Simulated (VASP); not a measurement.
**LiF: single point with LDA**

LiF:

```
Li F
1.0
     2.95248    0.00000    0.00000
    -1.47624    2.55692    0.00000
     0.00000    0.00000    4.12225
Li F
2 2
Direct
  0.33333 0.66667 0.38398
  0.66667 0.33333 0.88398
  0.33333 0.66667 0.99102
  0.66667 0.33333 0.49102
```

This cell differs from its parent crystal: volume 7.780 Å^3 an atom, c/a of the conventional cell 1.3962.

```json
{
 "Program": "VASP 6.6.1",
 "Task": "single point",
 "Functional": "LDA",
 "Potentials or basis": "VASP PAW LDA potentials, release 64 (Li_sv, F)",
 "Cutoff": "520 eV",
 "k mesh": "9 × 9 × 6",
 "Occupations": "gaussian, width 0.05 eV",
 "Spin": "no spin polarisation",
 "Dipole correction": "no",
 "Further INCAR settings": "ALGO = Normal; EDIFF = 1e-06; NBANDS = 18"
}
```

```
Largest force          : 1.179 eV/Å
Band gap on the k mesh : 8.72 eV, direct
```

Forces on the atoms (eV/Å):
```
Li   0.000  0.000  1.179
Li   0.000  0.000  1.179
F    0.000  0.000 -1.179
F    0.000  0.000 -1.179
```

Levels at points of the mesh, in eV from the valence-band top:
```tsv
k point	band 6	band 7	band 8	band 9	band 10	band 11	band 12	band 13	band 14	band 15
(0.00, 0.00, 0.00)	-1.11	-1.11	-0.39	-0.39	0.00	8.72	14.07	17.94	18.75	18.75
(0.00, 0.00, 0.50)	-1.58	-0.75	-0.75	-0.75	-0.75	10.73	10.73	19.07	19.07	19.07
```

Wall time 18 s on 1 thread of Intel(R) Xeon(R) Platinum 8259CL CPU @ 2.50GHz (Skylake/Cascade Lake) (shared host), peak memory 0.14 GiB.

Caveat: forces of over 1 eV/Å act on the atoms, so gaps and moduli don't describe the material at rest. A k mesh can miss the band edges.
